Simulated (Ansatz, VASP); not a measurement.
Two plane-wave programs on Si2Ni

```xyz
3
Lattice="0.0000 2.6826 2.8051 2.6826 0.0000 2.8051 2.6826 2.6826 0.0000" Properties=species:S:1:pos:R:3 pbc="T T T"
Si    1.3413    1.3413    1.4026
Si    4.0238    4.0238    4.2077
Ni    0.0000    0.0000    0.0000
```

Change from the starting cell: strain -0.015 along x and y, +0.030 along z, atoms carried along.

Alike in both runs: task single point; functional PBE; k mesh 16 × 16 × 16; occupations gaussian, width 0.15 eV; no spin polarisation.

```csv
,VASP,Ansatz
version,VASP 6.6.1,Ansatz 0.2.0
potentials or method,"VASP PAW PBE potentials, release 64 (Si, Ni), cutoff 520 eV","scalar-relativistic, plane waves, PAW"
valence electrons in the cell,18,26
```

Ansatz gave:

- gap on the k mesh at the Fermi level (eV): none
- pressure (GPa): 0.0
- traceless stress, the component that is largest in VASP (GPa): -1.60

Estimate VASP's values.

gap on the k mesh at the Fermi level (eV): none; pressure (GPa): -0.1; traceless stress, the component that is largest in VASP (GPa): -1.56.

A gap of «none» marks a metal or a gap that the smearing closes. VASP's potentials hold 18 valence electrons a cell and Ansatz's 26, so a difference there can come from the potentials and not from the codes.
